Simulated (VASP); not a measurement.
Ca:

```
Ca
1.0
     0.00000    2.79420    2.79420
     2.79420    0.00000    2.79420
     2.79420    2.79420    0.00000
Ca
1
Cartesian
  0.0000 0.0000 0.0000
```

```yaml
Program: VASP 6.6.1
Task: relaxation of cell and atoms
Functional: PBE
Potentials_or_basis: VASP PAW PBE potentials, release 64 (Ca_sv)
Cutoff: 500 eV
k_mesh: 6 × 6 × 6
Occupations: methfessel-paxton, width 0.1 eV
Spin: no spin polarisation
```

At the start: pressure -0.7 GPa; volume 43.63 Å³/atom.

Question: Where does the relaxation end?

Answer: Over 3 steps the energy falls by 4.4 meV/atom and the volume is 41.73 Å³/atom (-4.4 %); space group Fm-3m (No. 225, to 0.05 Å).

The path:
| step | energy change (eV) | largest force (eV/Å) | pressure (GPa) | volume (Å³) |
| --- | --- | --- | --- | --- |
| 1 | 0.0000 | 0.0000 | -0.71 | 43.63 |
| 2 | -0.0037 | 0.0000 | -0.28 | 42.43 |
| 3 | -0.0044 | 0.0000 | -0.01 | 41.73 |

Final structure:
```xyz
1
Lattice="0.0000 2.7531 2.7531 2.7531 0.0000 2.7531 2.7531 2.7531 0.0000" Properties=species:S:1:pos:R:3 pbc="T T T"
Ca    0.0000    0.0000    0.0000
```
